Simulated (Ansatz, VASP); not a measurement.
## Ru: VASP beside Ansatz

File INCAR:

```
ALGO = Normal
EDIFF = 1E-7
ENCUT = 520
GGA = CA
ISIF = 2
ISMEAR = -1
LASPH = T
LCHARG = F
LREAL = F
LWAVE = F
NBANDS = 36
NELM = 60
PREC = Accurate
SIGMA = 0.1
```

KPOINTS

```
k-points
0
Gamma
  14 9 8
```

File POSCAR:

```
Ru
1.0
   -1.3376082023      2.3168053671      0.0000000000
    0.0000000000      0.0000000000      4.2244496840
    4.0128246070      2.3168053671      0.0000000000
Ru
4
Direct
    0.5000000000      0.2500000000      0.1666666670
    0.0000000000      0.2500000000      0.6666666670
    0.0000000000      0.7500000000      0.3333333330
    0.5000000000      0.7500000000      0.8333333330
```

Input for Ansatz:

```yaml
crystal:
  lattice:
    - [-1.3376082023, 2.3168053671, 0.0]
    - [0.0, 0.0, 4.224449684]
    - [4.012824607, 2.3168053671, 0.0]
  atoms:
    - { symbol: Ru, position: [0.5, 0.25, 0.166666667] }
    - { symbol: Ru, position: [0.0, 0.25, 0.666666667] }
    - { symbol: Ru, position: [0.0, 0.75, 0.333333333] }
    - { symbol: Ru, position: [0.5, 0.75, 0.833333333] }
kpoints:
  mp_grid: { grid: [14, 9, 8] }
scf:
  occupations: { method: fermi_dirac, width: 0.1 }
hamiltonian:
  xc: lda
  pseudopotentials: { kind: all_electron, lapw: { basis_error: 0.001 } }
output:
  forces: true
  stress: true
  eigenvalues: true
```

Alike in both runs: task single point; functional LDA; k mesh 14 × 9 × 8; occupations fermi-dirac, width 0.1 eV; no spin polarisation.

|  | VASP | Ansatz |
| --- | --- | --- |
| version | VASP 6.6.1 | Ansatz 0.2.0 |
| potentials or method | VASP PAW LDA potentials, release 64 (Ru_pv), cutoff 520 eV | all-electron LAPW, scalar-relativistic |

Ansatz gave:

* pressure (GPa): 0.2
* traceless stress, the component that is largest in VASP (GPa): 0.20
* rms of the force components (eV/Å): 0.006

**Question.** Estimate VASP's values.

**Answer.** Pressure (GPa): 1.1; traceless stress, the component that is largest in VASP (GPa): 0.17; rms of the force components (eV/Å): 0.006.

LDA's correlation is that of Perdew and Zunger in VASP and of Perdew and Wang (1992) in Ansatz. Atom by atom the forces differ by 0.000 eV/Å (rms over components). Ansatz ran all-electron here, and VASP with PAW potentials.
